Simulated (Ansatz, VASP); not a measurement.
# TiO2 in VASP and in Ansatz

```
CELL_PARAMETERS angstrom
4.59400 -0.04594 -0.04594
-0.04594 4.59400 -0.04594
-0.02959 -0.02959 2.95900
ATOMIC_POSITIONS crystal
Ti 0.00000 0.00000 0.00000
Ti 0.50000 0.50000 0.50000
O 0.30600 0.30600 0.00000
O 0.19400 0.80600 0.50000
O 0.69400 0.69400 0.00000
O 0.80600 0.19400 0.50000
```

Change from the starting cell: equal xy, yz and zx shear strains of -2 %, crystal datasets.

Alike in both runs: task electric field gradients; functional PBE; k mesh 7 × 7 × 10; occupations fermi-dirac, width 0.05 eV; no spin polarisation.

|  | VASP | Ansatz |
| --- | --- | --- |
| version | VASP 6.6.1 | Ansatz 0.2.0 |
| potentials or method | VASP PAW PBE potentials, release 64 (Ti_sv, O), cutoff 520 eV | all-electron PAW with datasets made for the crystal, scalar-relativistic |

```csv
,VASP,Ansatz,Ansatz less VASP
gap on the k mesh at the Fermi level (eV),1.91,1.93,+0.020
pressure (GPa),6.4,5.7,-0.70
"traceless stress, the component that is largest in VASP (GPa)",4.66,4.61,-0.043
rms of the force components (eV/Å),0.154,0.140,-0.0138
size of Vzz on the site where it differs most (V/Å²),21.1,21.5,+0.40
```

Atom by atom the forces differ by 0.015 eV/Å (rms over components). Ansatz ran all-electron here, and VASP with PAW potentials.
